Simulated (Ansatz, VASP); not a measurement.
## Si in VASP and in Ansatz

```xyz
4
Lattice="2.7010 2.7010 0.0000 -2.7010 2.7010 0.0000 0.0000 0.0000 5.4019" Properties=species:S:1:pos:R:3 pbc="T T T"
Si   -0.6752    2.0257    2.0257
Si    2.0257    2.0257    4.7267
Si    0.6752    0.6752    0.6752
Si    0.6752    3.3762    3.3762
```

Alike in both runs: task single point; functional LDA; k mesh 8 × 8 × 6; occupations fermi-dirac, width 0.02 eV; no spin polarisation.

|  | VASP | Ansatz |
| --- | --- | --- |
| version | VASP 6.6.1 | Ansatz 0.2.0 |
| potentials or method | VASP PAW LDA potentials, release 64 (Si), cutoff 520 eV | all-electron LAPW, scalar-relativistic |

Ansatz gave:

```
pressure (GPa) : 0.0
```

Problem. What did VASP give for the same quantities?

Solution. Pressure (GPa): 0.1.

LDA's correlation is that of Perdew and Zunger in VASP and of Perdew and Wang (1992) in Ansatz. Ansatz ran all-electron here, and VASP with PAW potentials.
